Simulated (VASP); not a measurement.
Input of a VASP 6.6.1 run:

File POSCAR:

```
Ni
1.0
    1.7199358957     -4.0112966864      0.0000000000
    1.7199358957      4.0112966864      0.0000000000
    0.0000000000      0.0000000000      3.3426969073
Ni
4
Direct
    0.1415488268      0.8584511732     -0.0000035035
    0.6415488268      0.3584511732      0.5000035035
    0.8584511732      0.1415488268      1.0000035035
    0.3584511732      0.6415488268      0.4999964965
```

Contents of INCAR.step1:

```
PREC = Accurate ; ENCUT = 520
ISMEAR = 0 ; SIGMA = 0.1
LREAL = False ; LASPH = True
NELM = 150 ; ISPIN = 2
MAGMOM = 0.93 0.93 0.93 0.93 ; LMAXMIX = 4
NBANDS = 32 ; GGA = PE
ALGO = Normal ; EDIFF = 1E-4
LWAVE = True ; LCHARG = False
```

INCAR.step2

```
PREC = Accurate ; ENCUT = 520
EDIFF = 1E-7 ; ISMEAR = 0
SIGMA = 0.1 ; LREAL = False
LASPH = True ; NELM = 150
ALGO = Normal ; ISIF = 2
LWAVE = False ; LCHARG = False
ISPIN = 2 ; MAGMOM = 0.93 0.93 0.93 0.93
LORBIT = 11 ; LMAXMIX = 4
METAGGA = R2SCAN ; LMIXTAU = True
NBANDS = 32 ; ISTART = 1
```

Contents of KPOINTS:

```
Automatic mesh
0
Gamma
  6 6 4
```

Potentials or basis: VASP PAW PBE potentials, release 64 (Ni).

Run with:

```console
$ cat potpaw_PBE.64/Ni/POTCAR > POTCAR
$ cp INCAR.step1 INCAR
$ mpirun -np 1 vasp_std > vasp.out
$ cp INCAR.step2 INCAR
$ mpirun -np 1 vasp_std > vasp.out
```

Q: Predict the site moments.

A: Ni +0.78 μB.

Q: Estimate the pressure.

A: 0.2 GPa.

Q: What does it give for the largest force?

A: 0.011 eV/Å.

Q: What does it give for the net moment?

A: 3.03 μB per cell.

Forces in eV/Å, atoms in the order of the input:
```
Ni   0.000  0.011  0.000
Ni   0.000  0.011  0.000
Ni   0.000 -0.011  0.000
Ni   0.000 -0.011  0.000
```

Caveat: the k points lie up to 0.47 Å⁻¹ apart; the PAW data sets were made with another functional, which shifts forces and pressure a little.
